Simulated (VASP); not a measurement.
The system is P.

```
P
1.0
     1.72632   -5.72566    0.00000
     1.72632    5.72566    0.00000
     0.00000    0.00000    4.76032
P
4
Direct
  0.90414 0.09586 0.58882
  0.09586 0.90414 0.41118
  0.59586 0.40414 0.08882
  0.40414 0.59586 0.91118
```

```yaml
Program: VASP 6.6.1
Task: relaxation of cell and atoms
Functional: BLYP
Potentials_or_basis: VASP PAW PBE potentials, release 64 (P)
Cutoff: 600 eV
k_mesh: 8 × 8 × 6
Occupations: fermi-dirac, width 0.05 eV
Spin: no spin polarisation
```

At the start: pressure -2.6 GPa; volume 23.53 Å³/atom.

Q: Where does the relaxation end?

A: Over 40 steps the energy falls by 35.9 meV/atom and the volume is 32.60 Å³/atom (+38.6 %); space group Cmce (No. 64, to 0.1 Å) before and after.

The path:
| step | energy change (eV) | largest force (eV/Å) | pressure (GPa) | volume (Å³) |
| --- | --- | --- | --- | --- |
| 1 | 0.0000 | 0.5232 | -2.58 | 94.11 |
| 2 | -0.0477 | 0.1673 | 1.75 | 89.02 |
| 3 | -0.0556 | 0.1388 | 0.45 | 90.36 |
| 4 | -0.0628 | 0.1101 | 0.47 | 90.87 |
| 5 | -0.0690 | 0.1971 | 0.53 | 91.81 |
| 6 | -0.0735 | 0.1744 | 0.47 | 92.35 |
| 7 | -0.0846 | 0.1185 | 0.30 | 93.97 |
| 8 | -0.0962 | 0.1487 | 0.08 | 97.24 |
| 9 | -0.0971 | 0.1919 | 0.02 | 98.32 |
| 10 | -0.1036 | 0.1116 | -0.13 | 99.93 |
| 11 | -0.1059 | 0.0394 | -0.24 | 101.35 |
| 12 | -0.1060 | 0.0249 | -0.26 | 101.64 |
| 13 | -0.1101 | 0.0690 | 0.08 | 102.16 |
| 14 | -0.1121 | 0.1434 | 0.52 | 102.80 |
| 15 | -0.1154 | 0.1212 | 0.44 | 103.55 |
| 16 | -0.1228 | 0.0579 | 0.24 | 105.76 |
| 17 | -0.1297 | 0.0731 | -0.08 | 110.16 |
| 18 | -0.1301 | 0.0991 | -0.13 | 111.10 |
| 19 | -0.1336 | 0.0569 | -0.02 | 112.85 |
| 20 | -0.1347 | 0.0488 | 0.07 | 114.08 |
| 21 | -0.1348 | 0.0551 | 0.11 | 114.60 |
| 22 | -0.1361 | 0.0367 | 0.03 | 116.54 |
| 23 | -0.1361 | 0.0433 | 0.03 | 116.68 |
| 24 | -0.1377 | 0.0654 | 0.02 | 118.47 |
| 25 | -0.1391 | 0.1148 | 0.03 | 121.81 |
| 26 | -0.1404 | 0.0737 | 0.06 | 123.14 |
| 27 | -0.1414 | 0.0397 | 0.10 | 124.86 |
| 28 | -0.1411 | 0.1159 | 0.21 | 128.29 |
| 29 | -0.1417 | 0.0441 | 0.14 | 125.88 |
| 30 | -0.1428 | 0.0400 | 0.04 | 127.57 |
| 31 | -0.1432 | 0.0375 | -0.02 | 128.73 |
| 32 | -0.1431 | 0.0334 | -0.14 | 131.07 |
| 33 | -0.1433 | 0.0347 | -0.07 | 129.60 |
| 34 | -0.1436 | 0.0015 | -0.03 | 130.01 |
| 35 | -0.1436 | 0.0139 | -0.01 | 130.15 |
| 36 | -0.1437 | 0.0082 | 0.03 | 130.26 |
| 37 | -0.1437 | 0.0061 | 0.05 | 130.32 |
| 38 | -0.1437 | 0.0069 | 0.04 | 130.30 |
| 39 | -0.1437 | 0.0077 | 0.03 | 130.28 |
| 40 | -0.1437 | 0.0034 | 0.01 | 130.40 |

Final structure:
```xyz
4
Lattice="1.6794 -7.9774 0.0000 1.6794 7.9774 0.0000 0.0000 0.0000 4.8667" Properties=species:S:1:pos:R:3 pbc="T T T"
P     1.6794   -6.9222    2.9010
P     1.6794    6.9222    1.9657
P     1.6794   -1.0552    0.4676
P     1.6794    1.0552    4.3991
```

Caveat: the volume moved by over 15 % at a fixed basis, so the end points are rough; the PAW data sets were made with another functional, which shifts forces and pressure a little.
